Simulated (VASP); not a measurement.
HfH3: single point with r2SCAN

Crystal: HfH3.

```
Hf H
1.0
    -1.58664    1.58664    3.15354
     1.58664   -1.58664    3.15354
     1.58664    1.58664   -3.15354
Hf H
1 3
Direct
  0.00000 0.00000 0.00000
  0.75000 0.25000 0.50000
  0.25000 0.75000 0.50000
  0.50000 0.50000 0.00000
```

This cell differs from its parent crystal: functional r2SCAN, strained.

- Program: VASP 6.6.1
- Task: single point
- Functional: r2SCAN
- Potentials or basis: VASP PAW PBE potentials, release 64 (Hf_pv, H)
- Cutoff: 520 eV
- k mesh: 20 × 20 × 20
- Occupations: gaussian, width 0.1 eV
- Spin: no spin polarisation

The pressure is -15.9 GPa.

Stress tensor (GPa, compression positive):
```
-17.12   0.00   0.00
  0.00 -17.12   0.00
  0.00   0.00 -13.41
```

Levels at points of the mesh, in eV from the Fermi level:
```
           k point  band 3  band 4  band 5  band 6  band 7  band 8  band 9  band 10
(0.00, 0.00, 0.00)  -33.06  -12.18   -3.89   -2.04   -1.14    0.86    0.86     3.80
(0.50, 0.00, 0.00)  -33.03   -8.13   -7.27   -2.23   -2.21    0.83    2.24     2.77
(0.50, 0.50, 0.00)  -33.44   -7.38   -6.89   -5.13    0.97    1.15    3.59     4.43
(0.50, 0.50, 0.50)  -33.08   -8.50   -8.10   -5.17    3.13    3.26    3.26     4.09
```

It took 19 min on 1 thread of AMD EPYC 7R13 Processor (Zen 3) (shared host), peak memory 0.37 GiB.

Caveat: the cell differs from its parent crystal (functional r2SCAN, strained); the PAW data sets were made with another functional, which shifts forces and pressure a little; spin-orbit coupling is left out, which moves the levels of the heavy elements.
